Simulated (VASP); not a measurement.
Set up this calculation in VASP 6.6.1, as the native input.

- Task: electric field gradients
- Functional: PBE
- Potentials or basis: VASP PAW PBE potentials, release 64 (W_sv, C)
- Cutoff: 520 eV
- k mesh: 13 × 13 × 12
- Occupations: fermi-dirac, width 0.05 eV
- Spin: no spin polarisation
- Dipole correction: no
- Further INCAR settings: ALGO = Normal; EDIFF = 1e-08; NBANDS = 16

The structure of WC lies in POSCAR:

```
WC
1.0
    2.8810343969      0.0000000000      0.0000000000
   -1.4405171984      2.4950489769      0.0000000000
    0.0000000000      0.0000000000      2.8100128507
W C
1 1
Direct
    0.0000000000      0.0000000000      0.0000000000
    0.6666666667      0.3333333333      0.5000000000
```

This cell differs from its parent crystal: volume scaled by 0.98.

These files were run (other wordings do the same):

INCAR

```
SYSTEM = WC
PREC     = Accurate       ! precision mode
ENCUT    = 520            ! plane-wave cutoff, eV
EDIFF    = 1E-8           ! SCF threshold, eV
ISMEAR   = -1             ! smearing method
SIGMA    = 0.05           ! smearing width, eV
LREAL    = .False.        ! projectors in reciprocal space
LASPH    = .True.         ! aspherical terms in the spheres
NELM     = 60             ! most SCF steps
ALGO     = Normal         ! electronic algorithm
ISIF     = 2              ! what is computed and relaxed
LWAVE    = .False.        ! write WAVECAR
LCHARG   = .False.        ! write CHGCAR
GGA      = PE             ! functional
LEFG     = .True.       
NBANDS   = 16             ! bands
```

KPOINTS

```
Automatic mesh
0
Gamma
  13 13 12
  0 0 0
```

Potentials or basis: VASP PAW PBE potentials, release 64 (W_sv, C).

Run with:

```sh
$ cat potpaw_PBE.64/W_sv/POTCAR potpaw_PBE.64/C/POTCAR > POTCAR
$ mpirun -np 1 vasp_std > vasp.out
```

Results of the run:

```yaml
Pressure: 18.5 GPa
Band_gap_on_the_k_mesh: zero (band 9 reaches 12.17 eV, above the bottom of band 10 at 10.85 eV)
```

Caveat: without QUAD_EFG the Cq values of the log hold for a quadrupole moment of 1 mb, not for the nuclei; spin-orbit coupling is left out, which moves the levels of the heavy elements.

Wall time 70 s on 1 thread of AMD EPYC 7R43 64-Core Processor (Zen 3), with other jobs on the host, peak memory 0.14 GiB.
